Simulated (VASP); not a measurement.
Write the native input for VASP 6.6.1 that does the following.

```yaml
Task: single point
Functional: PBEsol
Potentials_or_basis: VASP PAW PBE potentials, release 64 (Rh_pv)
Cutoff: 520 eV
k_mesh: 12 × 12 × 7
Occupations: gaussian, width 0.15 eV
Spin: no spin polarisation
Dipole_correction: no
Further_INCAR_settings: ALGO = Normal; EDIFF = 1e-06; NBANDS = 22
```

The structure of Rh lies in POSCAR:

```
Rh
1.0
    2.7845412470      0.0000000000      0.0000000000
   -1.3922706235      2.4114834620      0.0000000000
    0.0000000000      0.0000000000      4.5153441684
Rh
2
Direct
    0.6666666667      0.3333333333      0.7500000000
    0.3333333333      0.6666666667      0.2500000000
```

This isn't the form of Rh at room conditions, which is fcc.

These files were run (other wordings do the same):

INCAR

```
ALGO = Normal
EDIFF = 1E-6
ENCUT = 520
GGA = PS
ISIF = 2
ISMEAR = 0
LASPH = T
LCHARG = F
LREAL = F
LWAVE = F
NBANDS = 22
NELM = 80
PREC = Accurate
SIGMA = 0.15
```

KPOINTS

```
k-points
0
Gamma
  12 12 7
```

Potentials or basis: VASP PAW PBE potentials, release 64 (Rh_pv).

The run is started by

```bash
$ cat potpaw_PBE.64/Rh_pv/POTCAR > POTCAR
$ mpirun -np 1 vasp_std > vasp.out
```

Results of the run:

```yaml
Pressure: -24.5 GPa
Band_gap_on_the_k_mesh: zero (bands 15 and 16 overlap by 2.06 eV)
```

Caveat: the cell stands under tension; the PAW data sets were made with another functional, which shifts forces and pressure a little.

Wall time 76 s on 1 thread of AMD EPYC 7R13, on a shared host, peak memory 0.15 GiB.
